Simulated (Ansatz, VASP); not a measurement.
This is a calculation of Sn for Ansatz 0.2.0.

Contents of input.yaml:

```yaml
crystal:
  lattice:
    - [-2.9401404553, 2.9401404553, 1.5993019889]
    - [2.9401404553, -2.9401404553, 1.5993019889]
    - [2.9401404553, 2.9401404553, -1.5993019889]
  atoms:
    - { symbol: Sn, position: [0.0, 0.0, 0.0] }
    - { symbol: Sn, position: [0.75, 0.25, 0.5] }
kpoints:
  mp_grid: { grid: [9, 9, 9] }
scf:
  occupations: { method: gaussian, width: 0.024 }
hamiltonian:
  xc: pbe
  pseudopotentials: { kind: all_electron, lapw: { basis_error: 0.001 } }
output:
  forces: true
  stress: true
  eigenvalues: true
```

Potentials or basis: all-electron LAPW, scalar-relativistic.

Launch:

```bash
$ ansatz run input.yaml --threads 1 --pin off --max-ram 3072MiB --backend cpu --events-out ev --progress --plain --runs-dir out
```

**Question.** Set up the same calculation for VASP 6.6.1. Potentials there: VASP PAW PBE potentials, release 64 (Sn_d).

**Answer.** As run (the cutoff follows the program's own potentials):

The input INCAR:

```
PREC = Accurate ; ENCUT = 520
EDIFF = 1E-6 ; ISMEAR = 0
SIGMA = 0.024 ; LREAL = False
LASPH = True ; NELM = 100
ALGO = Normal ; ISIF = 2
LWAVE = False ; LCHARG = True
GGA = PE ; LELF = True
LVHAR = True ; NBANDS = 21
```

The input KPOINTS:

```
Automatic mesh
0
Gamma
  9 9 9
```

POSCAR

```
Sn
1.0
   -2.9401404553      2.9401404553      1.5993019889
    2.9401404553     -2.9401404553      1.5993019889
    2.9401404553      2.9401404553     -1.5993019889
Sn
2
Direct
    0.0000000000      0.0000000000      0.0000000000
    0.7500000000      0.2500000000      0.5000000000
```

Potentials or basis: VASP PAW PBE potentials, release 64 (Sn_d).

Command:

```sh
$ cat potpaw_PBE.64/Sn_d/POTCAR > POTCAR
$ mpirun -np 1 vasp_std > vasp.out
```

Both were run:

|  | VASP | Ansatz | Ansatz less VASP |
| --- | --- | --- | --- |
| gap on the k mesh at the Fermi level (eV) | none | none | - |
| pressure (GPa) | 1.4 | 1.4 | +0.05 |
| traceless stress, the component that is largest in VASP (GPa) | -0.20 | -0.21 | -0.008 |

A gap of «none» marks a metal or a gap that the smearing closes. Ansatz ran all-electron here, and VASP with PAW potentials.
